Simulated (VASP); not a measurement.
# SiO2 (fluorite type) (Fm-3m) in VASP: notebook, part 2 of 2

VASP 6.6.1.

## 5. Single point, PBE

This run uses another cell than the first one, of 8.34 Å³/atom, 1.040 times its volume.

INCAR reads:

```
SYSTEM = SiO2
PREC = Accurate ; ENCUT = 600
EDIFF = 1E-6 ; ISMEAR = -1
SIGMA = 0.06122561905347299 ; LREAL = .False.
LASPH = .True. ; NELM = 120
ALGO = Normal ; ISIF = 2
LWAVE = .False. ; LCHARG = .True.
GGA = PE ; LELF = .True.
LVHAR = .True. ; NBANDS = 15
GGA_COMPAT = .False.
```

KPOINTS reads:

```
regular mesh
0
Gamma
  21 21 21
  0 0 0
```

POSCAR reads:

```
SiO2
1.0
    0.0000000000      2.3212735226      2.3212735226
    2.3212735226      0.0000000000      2.3212735226
    2.3212735226      2.3212735226      0.0000000000
Si O
1 2
Direct
    0.0000000000      0.0000000000      0.0000000000
    0.2500000000      0.2500000000      0.2500000000
    0.7500000000      0.7500000000      0.7500000000
```

Potentials or basis: VASP PAW PBE potentials, release 64 (Si, O).

On the command line:

```console
> cat potpaw_PBE.64/Si/POTCAR potpaw_PBE.64/O/POTCAR > POTCAR
> mpirun -np 1 vasp_std > vasp.out
```

OUTCAR:

```text
SYSTEM = SiO2
   PREC = Accurate
   ENCUT = 600
   EDIFF = 1E-6
   ISMEAR = -1
   LREAL = .False.
   LASPH = .True.
   NELM = 120
   ISIF = 2
   GGA = PE

 ion  position               nearest neighbor table
   1  0.000  0.000  0.000-   3 2.01   3 2.01   3 2.01   2 2.01   2 2.01   2 2.01   3 2.01   2 2.01

   2  0.250  0.250  0.250-   1 2.01   1 2.01   1 2.01   1 2.01
   3  0.750  0.750  0.750-   1 2.01   1 2.01   1 2.01   1 2.01

  LATTYP: Found a face centered cubic cell.
 ALAT       =     4.6425470452

  Lattice vectors:

 A1 = (   0.0000000000,   2.3212735226,   2.3212735226)
 A2 = (   2.3212735226,   0.0000000000,   2.3212735226)
 A3 = (   2.3212735226,   2.3212735226,   0.0000000000)

Analysis of symmetry for initial positions (statically):
=====================================================================
 Subroutine PRICEL returns:
 Original cell was already a primitive cell.

 Routine SETGRP: Setting up the symmetry group for a
 face centered cubic supercell.

 Subroutine GETGRP returns: Found 48 space group operations
 (whereof 48 operations were pure point group operations)
 out of a pool of 48 trial point group operations.

The static configuration has the point symmetry O_h .

Analysis of symmetry for dynamics (positions and initial velocities):
=====================================================================
 Subroutine PRICEL returns:
 Original cell was already a primitive cell.

 Routine SETGRP: Setting up the symmetry group for a
 face centered cubic supercell.

 Subroutine GETGRP returns: Found 48 space group operations
 (whereof 48 operations were pure point group operations)
 out of a pool of 48 trial point group operations.

The dynamic configuration has the point symmetry O_h .

 Subroutine INISYM returns: Found 48 space group operations
 (whereof 48 operations are pure point group operations),
 and found     1 'primitive' translations

----------------------------------------------------------------------------------------

                                     Primitive cell

[... 124 lines left out ...]
  energy-cutoff  :      600.00
  volume of cell :       25.02
 maximum number of plane-waves:       869
   NGX = 13   NGY = 13   NGZ = 13

 number of electron      16.0000003 magnetization

 Free energy of the ion-electron system (eV)
  ---------------------------------------------------
  ext. energy  EPLUGINS =         0.00000000
  ---------------------------------------------------
  free energy    TOTEN  =       -19.90812045 eV

  energy without entropy =      -19.90812032  energy(sigma->0) =      -19.90812038

 E-fermi :   9.2397     XC(G=0): -12.0380

 val. band max:        8.4863058418   @ k =  -0.4762   0.4762   0.0000
 cond. band min:       9.7363913535   @ k =   0.0000   0.0000   0.0000
 fundamental gap:      1.2500855116
 Fermi energy:         9.2396553348

 k-point     1 :       0.0000    0.0000    0.0000
  band No.  band energies     occupation
      1     -13.5816      2.00000
      2      -7.5007      2.00000
      3       3.1994      2.00000
      4       3.1994      2.00000
      5       3.1994      2.00000
      6       6.3924      2.00000
      7       6.3924      2.00000
      8       6.3924      2.00000
      9       9.7364      0.00060
     10      14.2711      0.00000
     11      14.2711      0.00000
     12      14.2711      0.00000
     13      20.8740      0.00000
     14      20.8740      0.00000
[... 401 lines left out ...]
      2      -9.6900      2.00000
      3       1.4973      2.00000
      4       3.2560      2.00000
      5       3.7045      2.00000
      6       3.7570      2.00000
      7       4.4563      2.00000
      8       5.2959      2.00000
      9      13.5090      0.00000
     10      17.1226      0.00000
     11      17.2187      0.00000
     12      17.6663      0.00000
     13      21.8680      0.00000
     14      22.3200      0.00000
     15      24.7636      0.00000

 [... further k-points ...]

------------------------ aborting loop because EDIFF is reached ----------------------------------------

  FORCE on cell =-STRESS in cart. coord.  units (eV):
  Direction    XX          YY          ZZ          XY          YZ          ZX
  --------------------------------------------------------------------------------------
  -------------------------------------------------------------------------------------
  Total       -1.5285004     -1.5285004     -1.5285004      0.0000000      0.0000000      0.0000000
  in kB      -97.8965085    -97.8965085    -97.8965085      0.0000000      0.0000000      0.0000000
  external PRESSURE =     -97.8965085 kB  Pullay stress =       0.0000000 kB

 VOLUME and BASIS-vectors are now :
 -----------------------------------------------------------------------------
  energy-cutoff  :      600.00
  volume of cell :       25.02
      direct lattice vectors                 reciprocal lattice vectors
     0.000000000  2.321273523  2.321273523    -0.215399002  0.215399002  0.215399002
     2.321273523  0.000000000  2.321273523     0.215399002 -0.215399002  0.215399002
     2.321273523  2.321273523  0.000000000     0.215399002  0.215399002 -0.215399002

 POSITION                                       TOTAL-FORCE (eV/Angst)
 -----------------------------------------------------------------------------------
      0.00000      0.00000      0.00000         0.000000      0.000000      0.000000
      1.16064      1.16064      1.16064        -0.000000     -0.000000      0.000000
      3.48191      3.48191      3.48191         0.000000      0.000000     -0.000000
 -----------------------------------------------------------------------------------
    total drift:                                0.000000      0.000000      0.000000

  FREE ENERGIE OF THE ION-ELECTRON SYSTEM (eV)
  ---------------------------------------------------
  free  energy   TOTEN  =       -19.9081204514 eV

  energy  without entropy=      -19.9081203180  energy(sigma->0) =      -19.90812038
```

Run time: 88 s. Hardware: 1 thread of AMD EPYC 9R45 (Zen 5), shared host; peak memory 0.21 GiB.

Results:

* Free energy: -19.9081 eV
* Pressure: -9.8 GPa
* Band gap on the k mesh: 1.25 eV, indirect (least direct gap 2.00 eV)

## 6. Single point, PBE

This run uses another cell than the first one, of 8.34 Å³/atom, 1.040 times its volume.

INCAR reads:

```
  PREC = Accurate
  ENCUT = 600
  EDIFF = 1E-6
  ISMEAR = -1
  SIGMA = 0.06122561905347299
  LREAL = F
  LASPH = T
  NELM = 120
  ALGO = Normal
  ISIF = 2
  LWAVE = F
  LCHARG = F
  GGA = PE
  NBANDS = 15
  GGA_COMPAT = F
```

KPOINTS reads:

```
regular mesh
0
Gamma
  21 21 21
```

POSCAR is that of step 5.

Potentials or basis: VASP PAW PBE potentials, release 64 (Si, O).

On the command line:

```console
> cat potpaw_PBE.64/Si/POTCAR potpaw_PBE.64/O/POTCAR > POTCAR
> mpirun -np 1 vasp_std > vasp.out
```

OUTCAR:

```text
PREC = Accurate
   ENCUT = 600
   EDIFF = 1E-6
   ISMEAR = -1
   LREAL = F
   LASPH = T
   NELM = 120
   ISIF = 2
   GGA = PE

 ion  position               nearest neighbor table
   1  0.000  0.000  0.000-   3 2.01   3 2.01   3 2.01   2 2.01   2 2.01   2 2.01   3 2.01   2 2.01

   2  0.250  0.250  0.250-   1 2.01   1 2.01   1 2.01   1 2.01
   3  0.750  0.750  0.750-   1 2.01   1 2.01   1 2.01   1 2.01

  LATTYP: Found a face centered cubic cell.
 ALAT       =     4.6425470452

  Lattice vectors:
[... 622 lines left out ...]

  FORCE on cell =-STRESS in cart. coord.  units (eV):
  Direction    XX          YY          ZZ          XY          YZ          ZX
  --------------------------------------------------------------------------------------
  -------------------------------------------------------------------------------------
  Total       -1.5285004     -1.5285004     -1.5285004      0.0000000      0.0000000      0.0000000
  in kB      -97.8965085    -97.8965085    -97.8965085      0.0000000      0.0000000      0.0000000
  external PRESSURE =     -97.8965085 kB  Pullay stress =       0.0000000 kB

 VOLUME and BASIS-vectors are now :
 -----------------------------------------------------------------------------
  energy-cutoff  :      600.00
  volume of cell :       25.02
      direct lattice vectors                 reciprocal lattice vectors
     0.000000000  2.321273523  2.321273523    -0.215399002  0.215399002  0.215399002
     2.321273523  0.000000000  2.321273523     0.215399002 -0.215399002  0.215399002
     2.321273523  2.321273523  0.000000000     0.215399002  0.215399002 -0.215399002

 POSITION                                       TOTAL-FORCE (eV/Angst)
 -----------------------------------------------------------------------------------
      0.00000      0.00000      0.00000         0.000000      0.000000      0.000000
      1.16064      1.16064      1.16064        -0.000000     -0.000000      0.000000
      3.48191      3.48191      3.48191         0.000000      0.000000     -0.000000
 -----------------------------------------------------------------------------------
    total drift:                                0.000000      0.000000      0.000000

  FREE ENERGIE OF THE ION-ELECTRON SYSTEM (eV)
  ---------------------------------------------------
  free  energy   TOTEN  =       -19.9081204514 eV

  energy  without entropy=      -19.9081203180  energy(sigma->0) =      -19.90812038
```

OSZICAR:

```text
N       E                     dE             d eps       ncg     rms          rms(c)
DAV:   1     0.579107644597E+02    0.57911E+02   -0.93619E+03  8859   0.112E+03
DAV:   2    -0.200681371781E+02   -0.77979E+02   -0.69623E+02 11390   0.230E+02
DAV:   3    -0.225390104486E+02   -0.24709E+01   -0.24634E+01 10232   0.394E+01
DAV:   4    -0.225484838982E+02   -0.94734E-02   -0.94728E-02 10897   0.285E+00
DAV:   5    -0.225485358952E+02   -0.51997E-04   -0.51997E-04 10344   0.206E-01    0.105E+01
DAV:   6    -0.199058226297E+02    0.26427E+01   -0.52968E+00  8860   0.212E+01    0.371E+00
DAV:   7    -0.199100899895E+02   -0.42674E-02   -0.25245E-01 10582   0.412E+00    0.169E+00
DAV:   8    -0.199062392259E+02    0.38508E-02   -0.19741E-02  9007   0.146E+00    0.475E-01
DAV:   9    -0.199078281867E+02   -0.15890E-02   -0.25018E-03  9903   0.483E-01    0.177E-01
DAV:  10    -0.199081214428E+02   -0.29326E-03   -0.62284E-04  9266   0.188E-01    0.258E-02
DAV:  11    -0.199081146105E+02    0.68323E-05   -0.26037E-05 11597   0.446E-02    0.871E-03
DAV:  12    -0.199081203081E+02   -0.56976E-05   -0.68300E-06  9028   0.191E-02    0.217E-03
DAV:  13    -0.199081204514E+02   -0.14324E-06   -0.68911E-08  8868   0.221E-03
   1 F= -.19908120E+02 E0= -.19908120E+02  d E =-.133313E-06
```

stdout:

```text
POSCAR found type information on POSCAR SiO
 POSCAR found :  2 types and       3 ions
 scaLAPACK will be used
 LDA part: xc-table for (Slater+PW92), standard interpolation
 POSCAR, INCAR and KPOINTS ok, starting setup
 FFT: planning ... GRIDC
 FFT: planning ... GRID_SOFT
 FFT: planning ... GRID
 WAVECAR not read
 entering main loop
```

It took 83 s on 1 thread of AMD EPYC 9R45 (Zen 5), shared host; peak memory 0.21 GiB.

Results:

* Free energy: -19.9081 eV
* Pressure: -9.8 GPa
* Band gap on the k mesh: 1.25 eV, indirect (least direct gap 2.00 eV)

A k mesh can miss the band edges.

## 7. Overview

```tsv
cell	gap on the mesh (eV)	pressure (GPa)
a = 3.240 Å, angles 60.0°, 3 atoms	1.76	-0.2
a = 3.262 Å, angles 60.0°, 3 atoms	1.50	-5.3
a = 3.283 Å, angles 60.0°, 3 atoms	1.25	-9.8
```

Alike in all rows: task single point; level PBE; potentials or basis VASP PAW PBE potentials, release 64 (Si, O); no spin polarisation; k mesh 21 × 21 × 21; cutoff (eV) 600; smearing fermi-dirac 0.0612256 eV.

Absolute energies hang on the potentials; compare differences alone.
